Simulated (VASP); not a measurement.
Here is a VASP 6.6.1 calculation.

The input INCAR:

```
SYSTEM = Pb2CO2
  PREC = Accurate
  ENCUT = 520
  EDIFF = 1E-6
  ISMEAR = -1
  SIGMA = 0.1
  LREAL = .FALSE.
  LASPH = .TRUE.
  NELM = 80
  ALGO = Normal
  ISIF = 2
  LWAVE = .FALSE.
  LCHARG = .FALSE.
  GGA = PE
  NBANDS = 30
```

KPOINTS

```
Automatic mesh
0
G
  7 7 7
  0 0 0
```

The input POSCAR:

```
Pb2CO2
1.0
    0.0000000000      3.8052596482      0.0000001567
    3.8052596482      0.0000000000      0.0000001567
    1.9026300804      1.9026300804     -6.2221979475
Pb O C
2 2 1
Direct
    0.1456529169      0.1456529169      0.7086941662
    0.8543470831      0.8543470831      0.2913058338
    0.7500000000      0.2500000000      0.5000000000
    0.2500000000      0.7500000000      0.5000000000
    0.5000000000      0.5000000000      0.0000000000
```

Potentials or basis: VASP PAW PBE potentials, release 64 (Pb_d, O, C).

The run is started by

```bash
$ cat potpaw_PBE.64/Pb_d/POTCAR potpaw_PBE.64/O/POTCAR potpaw_PBE.64/C/POTCAR > POTCAR
$ mpirun -np 1 vasp_std > vasp.out
```

Task: Predict the largest force.

Result: 0.039 eV/Å.

Task: Predict the pressure.

Result: 0.1 GPa.

Forces on the atoms (eV/Å):
```
Pb   0.000  0.000 -0.039
Pb   0.000  0.000  0.039
O    0.000  0.000  0.000
O    0.000  0.000  0.000
C    0.000  0.000  0.000
```
